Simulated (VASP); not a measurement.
A run of VASP 6.6.1 is set up as follows.

INCAR

```
SYSTEM = AlNi3
ALGO = Normal
EDIFF = 1E-6
ENCUT = 520
GGA = CA
ISIF = 2
ISMEAR = 0
ISPIN = 2
LASPH = .TRUE.
LCHARG = .FALSE.
LMAXMIX = 4
LORBIT = 11
LREAL = .FALSE.
LWAVE = .FALSE.
MAGMOM = 0 0.125 0.125 0.125
NBANDS = 28
NELM = 150
NUPDOWN = 0.375
PREC = Accurate
SIGMA = 0.15
```

The input KPOINTS:

```
k-points
0
G
  14 14 14
  0 0 0
```

File POSCAR:

```
AlNi3
1.0
    0.0000000000      2.8220202481      2.8220202481
    2.8220202481      0.0000000000      2.8220202481
    2.8220202481      2.8220202481      0.0000000000
Al Ni
1 3
Direct
    0.5000000000      0.5000000000      0.5000000000
    0.2500000000      0.2500000000      0.2500000000
    0.0000000000      0.0000000000      0.0000000000
    0.7500000000      0.7500000000      0.7500000000
```

Potentials or basis: VASP PAW LDA potentials, release 64 (Al, Ni).

Run with:

```bash
$ cat potpaw_LDA.64/Al/POTCAR potpaw_LDA.64/Ni/POTCAR > POTCAR
$ mpirun -np 1 vasp_std > vasp.out
```

Predict the pressure.

-10.8 GPa.

Caveat: the cell stands under tension; the total moment is fixed, so each spin has its own Fermi level and the state may be an excited one.
